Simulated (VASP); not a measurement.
# ZnSe (F-43m) in VASP: settings compared

The runs below take ZnSe through single point, with PBE, HSE06.

All numbers are computed with VASP 6.6.1; they aren't measurements. Logs are shortened: lines on timing, memory, paths and dates and some standing lists are left out, and cuts for length are marked.

## 1. The cell of the first run

It takes space group F-43m (No. 216, cubic). Conventional cell: a = 5.665 Å, b = 5.665 Å, c = 5.665 Å, α = 90.00°, β = 90.00°, γ = 90.00°. Within 3.2 Å of Zn (site symmetry -43m) lie 4 Se at 2.45 Å. Se (site symmetry -43m) has 4 Zn at 2.45 Å within 3.2 Å.

## 2. Single point, PBE

Input file INCAR:

```
SYSTEM = ZnSe
  PREC = Accurate
  ENCUT = 520
  EDIFF = 1E-6
  ISMEAR = 0
  SIGMA = 0.01
  LREAL = .False.
  LASPH = .True.
  NELM = 100
  ALGO = Normal
  ISIF = 2
  LWAVE = .False.
  LCHARG = .False.
  GGA = PE
  NBANDS = 16
```

Input file KPOINTS:

```
Automatic mesh
0
Gamma
  6 6 6
  0 0 0
```

Input file POSCAR:

```
ZnSe
1.0
    0.0000000000      2.8324206805      2.8324206805
    2.8324206805      0.0000000000      2.8324206805
    2.8324206805      2.8324206805      0.0000000000
Zn Se
1 1
Direct
    0.0000000000      0.0000000000      0.0000000000
    0.2500000000      0.2500000000      0.2500000000
```

Potentials or basis: VASP PAW PBE potentials, release 64 (Zn, Se).

Run with:

```
> cat potpaw_PBE.64/Zn/POTCAR potpaw_PBE.64/Se/POTCAR > POTCAR
> mpirun -np 1 vasp_std > vasp.out
```

OUTCAR:

```text
SYSTEM = ZnSe
   PREC = Accurate
   ENCUT = 520
   EDIFF = 1E-6
   ISMEAR = 0
   LREAL = .False.
   LASPH = .True.
   NELM = 100
   ISIF = 2
   GGA = PE

 ion  position               nearest neighbor table
   1  0.000  0.000  0.000-   2 2.45   2 2.45   2 2.45   2 2.45
   2  0.250  0.250  0.250-   1 2.45   1 2.45   1 2.45   1 2.45

  LATTYP: Found a face centered cubic cell.
 ALAT       =     5.6648413610

  Lattice vectors:

 A1 = (   0.0000000000,   2.8324206805,   2.8324206805)
 A2 = (   2.8324206805,   0.0000000000,   2.8324206805)
 A3 = (   2.8324206805,   2.8324206805,   0.0000000000)

Analysis of symmetry for initial positions (statically):
=====================================================================
 Subroutine PRICEL returns:
 Original cell was already a primitive cell.

 Routine SETGRP: Setting up the symmetry group for a
 face centered cubic supercell.

 Subroutine GETGRP returns: Found 24 space group operations
 (whereof 24 operations were pure point group operations)
 out of a pool of 48 trial point group operations.

The static configuration has the point symmetry T_d .

Analysis of symmetry for dynamics (positions and initial velocities):
=====================================================================
 Subroutine PRICEL returns:
 Original cell was already a primitive cell.

 Routine SETGRP: Setting up the symmetry group for a
 face centered cubic supercell.

 Subroutine GETGRP returns: Found 24 space group operations
 (whereof 24 operations were pure point group operations)
 out of a pool of 48 trial point group operations.

The dynamic configuration has the point symmetry T_d .

 Subroutine INISYM returns: Found 24 space group operations
 (whereof 24 operations are pure point group operations),
 and found     1 'primitive' translations

----------------------------------------------------------------------------------------

                                     Primitive cell

  volume of cell :      45.4468

  direct lattice vectors                    reciprocal lattice vectors
     0.000000000  2.832420680  2.832420680    -0.176527450  0.176527450  0.176527450
     2.832420680  0.000000000  2.832420680     0.176527450 -0.176527450  0.176527450
     2.832420680  2.832420680  0.000000000     0.176527450  0.176527450 -0.176527450

  length of vectors
     4.005647741  4.005647741  4.005647741     0.305754512  0.305754512  0.305754512

  position of ions in fractional coordinates (direct lattice)
     0.000000000  0.000000000  0.000000000
     0.250000000  0.250000000  0.250000000

  ion indices of the primitive-cell ions
   primitive index   ion index
                 1           1
                 2           2

----------------------------------------------------------------------------------------

 KPOINTS: Automatic mesh

Automatic generation of k-mesh.
 Grid dimensions read from file:
 generate k-points for:    6    6    6

 Generating k-lattice:

  Cartesian coordinates                     Fractional coordinates (reciprocal lattice)
    -0.029421242  0.029421242  0.029421242     0.166666667  0.000000000  0.000000000
     0.029421242 -0.029421242  0.029421242     0.000000000  0.166666667  0.000000000
     0.029421242  0.029421242 -0.029421242     0.000000000  0.000000000  0.166666667

  Length of vectors
     0.050959085  0.050959085  0.050959085

  Shift w.r.t. Gamma in fractional coordinates (k-lattice)
     0.000000000  0.000000000  0.000000000

 Subroutine IBZKPT returns following result:
 ===========================================

 Found     16 irreducible k-points:

 Following reciprocal coordinates:
            Coordinates               Weight
  0.000000  0.000000  0.000000      1.000000
  0.166667  0.000000  0.000000      8.000000
  0.333333  0.000000  0.000000      8.000000
  0.500000  0.000000  0.000000      4.000000
  0.166667  0.166667  0.000000      6.000000
  0.333333  0.166667  0.000000     24.000000
[... 8 lines left out ...]
 -0.333333  0.333333  0.166667     24.000000
 -0.333333  0.500000  0.166667     12.000000
   k-points           NKPTS =     16   k-points in BZ     NKDIM =     16   number of bands    NBANDS=     16
   number of dos      NEDOS =    301   number of ions     NIONS =      2
   total plane-waves  NPLWV =  27000
   dimension x,y,z NGX =    30 NGY =   30 NGZ =   30
   dimension x,y,z NGXF=    60 NGYF=   60 NGZF=   60
   ions per type =               1   1
   NGX,Y,Z   is equivalent  to a cutoff of  12.45, 12.45, 12.45 a.u.
   NGXF,Y,Z  is equivalent  to a cutoff of  24.90, 24.90, 24.90 a.u.
 SYSTEM =  ZnSe
   PREC   = accura    normal or accurate (medium, high low for compatibility)
   ISTART =      0    job   : 0-new  1-cont  2-samecut
   ICHARG =      2    charge: 1-file 2-atom 10-const
   ISPIN  =      1    spin polarized calculation?
   LNONCOLLINEAR =      F non collinear calculations
   LSORBIT =      F    spin-orbit coupling
   LASPH  =      T    aspherical Exc in radial PAW
   ENCUT  =  520.0 eV  38.22 Ry    6.18 a.u.   7.45  7.45  7.45*2*pi/ulx,y,z
   NELM   =    100;   NELMIN=  2; NELMDL= -5     # of ELM steps
   EDIFF  = 0.1E-05   stopping-criterion for ELM
   LREAL  =      F    real-space projection
[... 7 lines left out ...]
   TEBEG  =    0.0;   TEEND  =   0.0 temperature during run
   PSTRESS=    0.0 pullay stress
   NELECT =      18.0000    total number of electrons
   NUPDOWN=      -1.0000    fix difference up-down
   EMIN   =  10.00;   EMAX   =-10.00  energy-range for DOS
   EFERMI =   0.00;   METHOD = LEGACY
   ISMEAR =     0;   SIGMA  =   0.01  broadening in eV -4-tet -1-fermi 0-gaus
   EFERMI_NEDOS =   21; number of points for ismear=-14 and -15
   IALGO  =     38    algorithm
   IMIX   =      4    mixing-type and parameters
     AMIX     =   0.40;   BMIX     =  1.00
     AMIX_MAG =   1.60;   BMIX_MAG =  1.00
  volume/ion in A,a.u.               =      22.72       153.35
  Fermi-wavevector in a.u.,A,eV,Ry     =   1.202259  2.271939 19.666213  1.445426
  Thomas-Fermi vector in A             =   2.338045
   LORBIT       =      0    0 simple, 1 ext, 2 COOP (PROOUT), +10 PAW based schemes
   GGA     = PE    functional components
   LHFCALC =     F    Hartree Fock is set to
   AEXX    =    0.0000 exact exchange contribution
   IVDW    =     0    specifies the selected vdW correction
   LEPSILON=     F    determine dielectric tensor
   LRPA    =     F    only Hartree local field effects (RPA)
 non-spin polarized calculation
 Gauss-broadening in eV      SIGMA  =   0.01
  energy-cutoff  :      520.00
  volume of cell :       45.45
 maximum number of plane-waves:      1243
 NGX is ok and might be reduce to    30
   NGX = 15   NGY = 15   NGZ = 15

 number of electron      18.0000011 magnetization

 Free energy of the ion-electron system (eV)
  ---------------------------------------------------
  ext. energy  EPLUGINS =         0.00000000
  ---------------------------------------------------
  free energy    TOTEN  =        -6.01391535 eV

  energy without entropy =       -6.01391535  energy(sigma->0) =       -6.01391535

 E-fermi :   1.6846     XC(G=0):  -9.3268

 val. band max:        1.6292291796   @ k =   0.0000   0.0000   0.0000
 cond. band min:       2.9239283968   @ k =   0.0000   0.0000   0.0000
 fundamental gap:      1.2946992172
 Fermi energy:         1.6845816647

 k-point     1 :       0.0000    0.0000    0.0000
  band No.  band energies     occupation
      1     -11.6388      2.00000
      2      -4.9254      2.00000
      3      -4.9254      2.00000
      4      -4.9254      2.00000
      5      -4.5547      2.00000
      6      -4.5547      2.00000
[... 8 lines left out ...]
     15      13.0906      0.00000
     16      13.0906      0.00000

 k-point     2 :       0.1667    0.0000    0.0000
  band No.  band energies     occupation
      1     -11.4638      2.00000
      2      -4.9091      2.00000
      3      -4.8987      2.00000
      4      -4.8987      2.00000
      5      -4.5564      2.00000
      6      -4.5564      2.00000
[... 8 lines left out ...]
     15      12.0905      0.00000
     16      12.6527      0.00000

 k-point     3 :       0.3333    0.0000    0.0000
  band No.  band energies     occupation
      1     -11.0710      2.00000
      2      -4.8539      2.00000
      3      -4.8539      2.00000
      4      -4.7550      2.00000
      5      -4.5481      2.00000
      6      -4.5481      2.00000
[... 8 lines left out ...]
     15      12.6827      0.00000
     16      12.6827      0.00000

 k-point     4 :       0.5000    0.0000    0.0000
  band No.  band energies     occupation
      1     -10.8467      2.00000
      2      -4.8376      2.00000
      3      -4.8376      2.00000
      4      -4.5361      2.00000
      5      -4.5361      2.00000
      6      -4.3954      2.00000
[... 8 lines left out ...]
     15      14.7401      0.00000
     16      14.7401      0.00000

 k-point     5 :       0.1667    0.1667    0.0000
  band No.  band energies     occupation
      1     -11.4053      2.00000
      2      -4.9372      2.00000
      3      -4.8730      2.00000
      4      -4.8730      2.00000
      5      -4.5729      2.00000
      6      -4.5425      2.00000
[... 8 lines left out ...]
     15      13.4811      0.00000
     16      13.6614      0.00000

 k-point     6 :       0.3333    0.1667    0.0000
  band No.  band energies     occupation
      1     -11.0814      2.00000
      2      -4.8914      2.00000
      3      -4.8198      2.00000
      4      -4.7982      2.00000
      5      -4.5661      2.00000
      6      -4.5323      2.00000
[... 8 lines left out ...]
     15      13.8308      0.00000
     16      14.2030      0.00000

 k-point     7 :       0.5000    0.1667    0.0000
  band No.  band energies     occupation
      1     -10.7859      2.00000
      2      -4.8364      2.00000
      3      -4.7972      2.00000
      4      -4.6070      2.00000
      5      -4.5326      2.00000
      6      -4.4171      2.00000
[... 8 lines left out ...]
     15      14.4313      0.00000
     16      14.7845      0.00000

 k-point     8 :      -0.3333    0.1667    0.0000
  band No.  band energies     occupation
      1     -10.8614      2.00000
      2      -4.8304      2.00000
      3      -4.8162      2.00000
      4      -4.6312      2.00000
      5      -4.5583      2.00000
      6      -4.4998      2.00000
[... 8 lines left out ...]
     15      13.3339      0.00000
     16      14.8137      0.00000

 k-point     9 :      -0.1667    0.1667    0.0000
  band No.  band energies     occupation
      1     -11.2130      2.00000
      2      -4.8674      2.00000
      3      -4.8663      2.00000
      4      -4.8469      2.00000
      5      -4.5697      2.00000
      6      -4.5388      2.00000
[... 8 lines left out ...]
     15      12.8634      0.00000
     16      14.3074      0.00000

 k-point    10 :       0.3333    0.3333    0.0000
  band No.  band energies     occupation
      1     -10.8793      2.00000
      2      -4.9193      2.00000
      3      -4.7478      2.00000
      4      -4.7478      2.00000
      5      -4.5525      2.00000
      6      -4.5182      2.00000
[... 8 lines left out ...]
     15      14.5786      0.00000
     16      16.9008      0.00000

 k-point    11 :       0.5000    0.3333    0.0000
  band No.  band energies     occupation
      1     -10.6518      2.00000
      2      -4.8604      2.00000
      3      -4.7130      2.00000
      4      -4.6781      2.00000
      5      -4.5194      2.00000
      6      -4.4000      2.00000
[... 8 lines left out ...]
     15      15.1200      0.00000
     16      15.9185      0.00000

 k-point    12 :      -0.3333    0.3333    0.0000
  band No.  band energies     occupation
      1     -10.6450      2.00000
      2      -4.8270      2.00000
      3      -4.7447      2.00000
      4      -4.5967      2.00000
      5      -4.5466      2.00000
      6      -4.3244      2.00000
[... 8 lines left out ...]
     15      12.7872      0.00000
     16      17.2309      0.00000

 k-point    13 :       0.5000    0.5000    0.0000
  band No.  band energies     occupation
      1     -10.5776      2.00000
      2      -4.8943      2.00000
      3      -4.6716      2.00000
      4      -4.6716      2.00000
      5      -4.5061      2.00000
      6      -4.3749      2.00000
[... 8 lines left out ...]
     15      15.5631      0.00000
     16      16.0602      0.00000

 k-point    14 :       0.5000    0.3333    0.1667
  band No.  band energies     occupation
      1     -10.7982      2.00000
      2      -4.8330      2.00000
      3      -4.7865      2.00000
      4      -4.6854      2.00000
      5      -4.5383      2.00000
      6      -4.4881      2.00000
[... 8 lines left out ...]
     15      14.5188      0.00000
     16      15.9393      0.00000

 k-point    15 :      -0.3333    0.3333    0.1667
  band No.  band energies     occupation
      1     -10.6449      2.00000
      2      -4.8127      2.00000
      3      -4.7573      2.00000
      4      -4.5905      2.00000
      5      -4.5609      2.00000
      6      -4.3105      2.00000
[... 8 lines left out ...]
     15      14.6996      0.00000
     16      15.6551      0.00000

 k-point    16 :      -0.3333    0.5000    0.1667
  band No.  band energies     occupation
      1     -10.5738      2.00000
      2      -4.8280      2.00000
      3      -4.7082      2.00000
      4      -4.6355      2.00000
      5      -4.5403      2.00000
      6      -4.2827      2.00000
[... 8 lines left out ...]
     15      15.3927      0.00000
     16      15.8169      0.00000

------------------------ aborting loop because EDIFF is reached ----------------------------------------

  FORCE on cell =-STRESS in cart. coord.  units (eV):
  Direction    XX          YY          ZZ          XY          YZ          ZX
  --------------------------------------------------------------------------------------
  -------------------------------------------------------------------------------------
  Total        0.7003772      0.7003772      0.7003772     -0.0000000      0.0000000     -0.0000000
  in kB       24.6910367     24.6910367     24.6910367     -0.0000000      0.0000000     -0.0000000
  external PRESSURE =      24.6910367 kB  Pullay stress =       0.0000000 kB

 VOLUME and BASIS-vectors are now :
 -----------------------------------------------------------------------------
  energy-cutoff  :      520.00
  volume of cell :       45.45
      direct lattice vectors                 reciprocal lattice vectors
     0.000000000  2.832420680  2.832420680    -0.176527450  0.176527450  0.176527450
     2.832420680  0.000000000  2.832420680     0.176527450 -0.176527450  0.176527450
     2.832420680  2.832420680  0.000000000     0.176527450  0.176527450 -0.176527450

 POSITION                                       TOTAL-FORCE (eV/Angst)
 -----------------------------------------------------------------------------------
      0.00000      0.00000      0.00000         0.000000      0.000000     -0.000000
      1.41621      1.41621      1.41621        -0.000000     -0.000000      0.000000
 -----------------------------------------------------------------------------------
    total drift:                               -0.000001     -0.000001     -0.000001

  FREE ENERGIE OF THE ION-ELECTRON SYSTEM (eV)
  ---------------------------------------------------
  free  energy   TOTEN  =        -6.0139153453 eV

  energy  without entropy=       -6.0139153453  energy(sigma->0) =       -6.01391535
```

Wall time 14 s (1 thread of AMD EPYC 7R13 (Zen 3), shared host); peak memory 0.14 GiB.

What came out:

```yaml
Free_energy: -6.0139 eV
Pressure: 2.5 GPa
Band_gap_on_the_k_mesh: 1.29 eV, direct
```

Levels at points of the mesh, in eV from the valence-band top:
```csv
k point,band 5,band 6,band 7,band 8,band 9,band 10,band 11,band 12,band 13,band 14
"(0.00, 0.00, 0.00)",-6.18,-6.18,0.00,0.00,0.00,1.29,5.80,5.80,5.80,9.93
"(0.50, 0.00, 0.00)",-6.17,-6.02,-5.24,-0.87,-0.87,2.54,6.38,6.38,8.58,10.98
"(0.50, 0.50, 0.00)",-6.14,-6.00,-4.76,-2.19,-2.19,2.98,3.46,10.75,11.26,11.26
```

A hybrid or GW would open this gap; PBE tends to underestimate it.

## 3. Single point, HSE06

POSCAR is that of step 2.

Input file INCAR.step1:

```
SYSTEM = ZnSe
PREC     = Accurate       ! precision mode
ENCUT    = 520            ! plane-wave cutoff, eV
EDIFF    = 1E-5           ! SCF threshold, eV
ISMEAR   = 0              ! smearing method
SIGMA    = 0.01           ! smearing width, eV
LREAL    = .FALSE.        ! projectors in reciprocal space
LASPH    = .TRUE.         ! aspherical terms in the spheres
NELM     = 80             ! most SCF steps
ALGO     = Normal         ! electronic algorithm
ISIF     = 2              ! what is computed and relaxed
LWAVE    = .TRUE.         ! write WAVECAR
LCHARG   = .FALSE.        ! write CHGCAR
GGA      = PE             ! functional
NBANDS   = 16             ! bands
```

Input file INCAR.step2:

```
SYSTEM = ZnSe
PREC     = Accurate       ! precision mode
ENCUT    = 520            ! plane-wave cutoff, eV
EDIFF    = 1E-7           ! SCF threshold, eV
ISMEAR   = 0              ! smearing method
SIGMA    = 0.01           ! smearing width, eV
LREAL    = .FALSE.        ! projectors in reciprocal space
LASPH    = .TRUE.         ! aspherical terms in the spheres
NELM     = 80             ! most SCF steps
ALGO     = Normal         ! electronic algorithm
ISIF     = 2              ! what is computed and relaxed
LWAVE    = .FALSE.        ! write WAVECAR
LCHARG   = .FALSE.        ! write CHGCAR
GGA      = PE             ! functional
LHFCALC  = .TRUE.         ! exact exchange
HFSCREEN = 0.2079         ! screening, 1/A
PRECFOCK = Normal       
ISTART   = 1            
NBANDS   = 16             ! bands
```

Input file KPOINTS:

```
Automatic mesh
0
G
  4 4 4
  0 0 0
```

Potentials or basis: VASP PAW PBE potentials, release 64 (Zn, Se).

Run with:

```
> cat potpaw_PBE.64/Zn/POTCAR potpaw_PBE.64/Se/POTCAR > POTCAR
> cp INCAR.step1 INCAR
> mpirun -np 1 vasp_std > vasp.out
> cp INCAR.step2 INCAR
> mpirun -np 1 vasp_std > vasp.out
```

It took 8.6 min on 1 thread of AMD EPYC 7R13 (Zen 3), shared host; peak memory 0.24 GiB.

The run converged. Its results:

* Free energy: -7.3754 eV
* Pressure: 1.6 GPa
* Band gap on the k mesh: 2.43 eV, direct

Levels at points of the mesh, in eV from the valence-band top:
| k point | band 7 | band 8 | band 9 | band 10 | band 11 | band 12 |
| --- | --- | --- | --- | --- | --- | --- |
| (0.00, 0.00, 0.00) | 0.00 | 0.00 | 0.00 | 2.43 | 6.94 | 6.94 |
| (0.50, 0.00, 0.00) | -5.54 | -0.91 | -0.91 | 3.66 | 7.49 | 7.49 |
| (0.50, 0.50, 0.00) | -5.14 | -2.31 | -2.31 | 3.85 | 4.50 | 12.19 |

Caveat: the k points lie up to 0.48 Å⁻¹ apart; the PAW data sets were made with another functional, which shifts forces and pressure a little.
